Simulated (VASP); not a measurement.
Write the native input for VASP 6.6.1 that does the following.

| Quantity | Value |
| --- | --- |
| Task | single point |
| Functional | LDA |
| Potentials or basis | VASP PAW LDA potentials, release 64 (In_d, P) |
| Cutoff | 520 eV |
| k mesh | 8 × 8 × 8 |
| Occupations | fermi-dirac, width 0.05 eV |
| Spin | no spin polarisation |
| Dipole correction | no |
| Further INCAR settings | ALGO = Normal; EDIFF = 1e-07; NBANDS = 16 |

The structure of InP lies in POSCAR:

```
InP
1.0
    0.0000000000      2.9499078504      2.9499078504
    2.9499078504      0.0000000000      2.9499078504
    2.9499078504      2.9499078504      0.0000000000
In P
1 1
Direct
    0.0000000000      0.0000000000      0.0000000000
    0.7500000000      0.7500000000      0.7500000000
```

This cell differs from its parent crystal: volume scaled by 1.02.

These files were run (other wordings do the same):

INCAR

```
SYSTEM = InP
ALGO = Normal ; EDIFF = 1E-7
ENCUT = 520 ; GGA = CA
ISIF = 2 ; ISMEAR = -1
LASPH = .True. ; LCHARG = .False.
LREAL = .False. ; LWAVE = .False.
NBANDS = 16 ; NELM = 60
PREC = Accurate ; SIGMA = 0.05
```

KPOINTS

```
k-points
0
Gamma
  8 8 8
  0 0 0
```

Potentials or basis: VASP PAW LDA potentials, release 64 (In_d, P).

The run is started by

```bash
$ cat potpaw_LDA.64/In_d/POTCAR potpaw_LDA.64/P/POTCAR > POTCAR
$ mpirun -np 1 vasp_std > vasp.out
```

It gave:

| Quantity | Value |
| --- | --- |
| Pressure | -2.4 GPa |
| Band gap on the k mesh | 0.40 eV, direct |

Caveat: spin-orbit coupling is left out, which moves the levels of the heavy elements.

It took 45 s on 1 thread of AMD EPYC 7R13, on a shared host, peak memory 0.13 GiB.
